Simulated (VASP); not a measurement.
Set up this calculation in VASP 6.6.1, as the native input.

```yaml
Task: single point
Functional: PBE
Potentials_or_basis: VASP PAW PBE potentials, release 64 (Zn)
Cutoff: 520 eV
k_mesh: 18 × 18 × 8
Occupations: fermi-dirac, width 0.15 eV
Spin: no spin polarisation
Dipole_correction: no
Further_INCAR_settings: ALGO = Fast; EDIFF = 1e-06; NBANDS = 19
```

The structure of Zn lies in POSCAR:

```
Zn
1.0
    2.6407275012      0.0000000000      0.0000000000
   -1.3203637506      2.2869371005      0.0000000000
    0.0000000000      0.0000000000      5.0672508422
Zn
2
Direct
    0.3333333333      0.6666666667      0.2500000000
    0.6666666667      0.3333333333      0.7500000000
```

The input as run:

INCAR

```
PREC = Accurate
ENCUT = 520
EDIFF = 1E-6
ISMEAR = -1
SIGMA = 0.15
LREAL = F
LASPH = T
NELM = 80
ALGO = Fast
ISIF = 2
LWAVE = F
LCHARG = T
GGA = PE
LELF = T
LVHAR = T
NBANDS = 19
```

KPOINTS

```
Automatic mesh
0
Gamma
  18 18 8
```

Potentials or basis: VASP PAW PBE potentials, release 64 (Zn).

Launch:

```sh
$ cat potpaw_PBE.64/Zn/POTCAR > POTCAR
$ mpirun -np 1 vasp_std > vasp.out
```

It gave:

```
Pressure               : 0.7 GPa
Band gap on the k mesh : zero (band 12 reaches 4.81 eV, above the bottom of band 13 at -0.35 eV)
```

It took 70 s on 1 thread of Intel(R) Xeon(R) 6975P-C (Granite Rapids) (shared host), peak memory 0.2 GiB.
